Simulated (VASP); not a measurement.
HPbNO4:

```
CELL_PARAMETERS angstrom
4.19923 0.11117 0.16817
1.91600 3.89132 0.12568
1.76085 1.25259 6.37266
ATOMIC_POSITIONS crystal
H 0.89145 0.68202 0.62796
Pb 0.14426 0.92872 0.88352
N 0.25670 0.28861 0.30171
O 0.83108 0.65056 0.78405
O 0.38694 0.22380 0.11295
O 0.31104 0.03576 0.45856
O 0.07726 0.60633 0.32275
```

| Item | Value |
| --- | --- |
| Program | VASP 6.6.1 |
| Task | relaxation of cell and atoms |
| Functional | PBEsol |
| Potentials or basis | VASP PAW PBE potentials, release 64 (H, Pb_d, N, O) |
| Cutoff | 600 eV |
| k mesh | 4 × 4 × 3 |
| Occupations | fermi-dirac, width 0.05 eV |
| Spin | no spin polarisation |

At the start: pressure -2.3 GPa; volume 14.48 Å³/atom.

Task: Where does the relaxation end?

Result: Over 36 steps the energy falls by 9.5 meV/atom and the volume is 13.43 Å³/atom (-7.3 %); space group P1 (No. 1, to 0.1 Å) before and after.

Step by step:
```tsv
step	energy change (eV)	largest force (eV/Å)	pressure (GPa)	volume (Å³)
1	0.0000	0.3778	-2.29	101.39
2	-0.0262	0.7375	-0.69	98.39
3	-0.0265	0.6460	-0.84	98.65
4	-0.0444	0.4390	-0.50	97.24
5	-0.0533	0.2993	0.09	95.28
6	-0.0533	0.2937	0.07	95.37
7	-0.0546	0.1546	-0.02	95.32
8	-0.0547	0.1350	0.00	95.33
9	-0.0556	0.1183	-0.04	95.31
10	-0.0573	0.1923	-0.12	95.27
11	-0.0576	0.2299	-0.17	95.24
12	-0.0581	0.1986	-0.18	95.22
13	-0.0594	0.1160	-0.21	95.16
14	-0.0602	0.2356	-0.24	95.04
15	-0.0609	0.1604	-0.19	94.96
16	-0.0617	0.1391	-0.04	94.72
17	-0.0623	0.0982	-0.15	94.65
18	-0.0625	0.0998	-0.24	94.59
19	-0.0632	0.0929	-0.18	94.44
20	-0.0646	0.1053	0.03	94.00
21	-0.0641	0.2492	0.49	93.12
22	-0.0649	0.1464	0.22	93.66
23	-0.0653	0.1217	0.20	93.54
24	-0.0653	0.0646	0.20	93.57
25	-0.0656	0.0488	0.19	93.62
26	-0.0660	0.0810	0.15	93.78
27	-0.0662	0.0409	0.06	93.87
28	-0.0663	0.0835	0.01	93.93
29	-0.0664	0.0485	-0.03	94.01
30	-0.0665	0.0381	-0.07	94.08
31	-0.0665	0.0261	-0.03	94.08
32	-0.0665	0.0319	-0.02	94.08
33	-0.0666	0.0270	-0.02	94.07
34	-0.0666	0.0455	-0.02	94.05
35	-0.0667	0.0330	-0.02	94.05
36	-0.0667	0.0195	-0.02	94.02
```

Final structure:
```
H Pb N O
1.0
     4.11626    0.11581    0.16881
     1.88760    3.74719    0.09543
     1.73546    1.16013    6.25987
H Pb N O
1 1 1 4
Cartesian
  6.0511 3.3574 4.0806
  3.8780 4.5676 5.6400
  2.1245 1.4599 1.9853
  6.0103 3.4357 5.0713
  2.2112 0.9801 0.8022
  2.1376 0.6810 2.9656
  2.0263 2.7042 2.1266
```

Caveat: the k points lie up to 0.44 Å⁻¹ apart in the final cell; the standard files for N, O and F lose accuracy on very short bonds; the PAW data sets were made with another functional, which shifts forces and pressure a little.
